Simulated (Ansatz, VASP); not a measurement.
## One calculation of Sc3C, two programs

File INCAR:

```
SYSTEM = Sc3C
PREC = Accurate
ENCUT = 520
EDIFF = 1E-6
ISMEAR = 0
SIGMA = 0.1
LREAL = .FALSE.
LASPH = .TRUE.
NELM = 100
ALGO = Normal
ISIF = 2
LWAVE = .FALSE.
LCHARG = .TRUE.
GGA = PE
LELF = .TRUE.
LVHAR = .TRUE.
NBANDS = 26
```

Contents of KPOINTS:

```
regular mesh
0
G
  4 4 4
  0 0 0
```

The input POSCAR:

```
Sc3C
1.0
    4.0001878070      0.0000000000      0.0000000000
    0.0000000000      4.0001878070      0.0000000000
    0.0000000000      0.0000000000      4.0001878070
Sc C
3 1
Direct
    0.0000000000      0.5000000000      0.5000000000
    0.5000000000      0.0000000000      0.5000000000
    0.5000000000      0.5000000000      0.0000000000
    0.0000000000      0.0000000000      0.0000000000
```

Input for Ansatz:

```yaml
crystal:
  lattice:
    - [4.000187807, 0.0, 0.0]
    - [0.0, 4.000187807, 0.0]
    - [0.0, 0.0, 4.000187807]
  atoms:
    - { symbol: Sc, position: [0.0, 0.5, 0.5] }
    - { symbol: Sc, position: [0.5, 0.0, 0.5] }
    - { symbol: Sc, position: [0.5, 0.5, 0.0] }
    - { symbol: C, position: [0.0, 0.0, 0.0] }
basis:
  ecutwfc: 420
kpoints:
  mp_grid: { grid: [4, 4, 4] }
hamiltonian:
  xc: pbe
scf:
  occupations: { method: gaussian, width: 0.1 }
  lower_state_search: "off"
output:
  forces: true
  stress: true
  eigenvalues: true
```

Alike in both runs: task single point; functional PBE; k mesh 4 × 4 × 4; occupations gaussian, width 0.1 eV; no spin polarisation.

```csv
,VASP,Ansatz
version,VASP 6.6.1,Ansatz 0.2.0
potentials or method,"VASP PAW PBE potentials, release 64 (Sc_sv, C), cutoff 520 eV","scalar-relativistic, plane waves, PAW"
valence electrons in the cell,37,37
```

Ansatz gave:

- gap on the k mesh at the Fermi level (eV): none
- pressure (GPa): 1.4

Q: Which values does VASP return?

A: gap on the k mesh at the Fermi level (eV): none; pressure (GPa): 1.7.

A gap of «none» marks a metal or a gap that the smearing closes.

The k mesh is coarse, so the values compare programs but aren't converged.
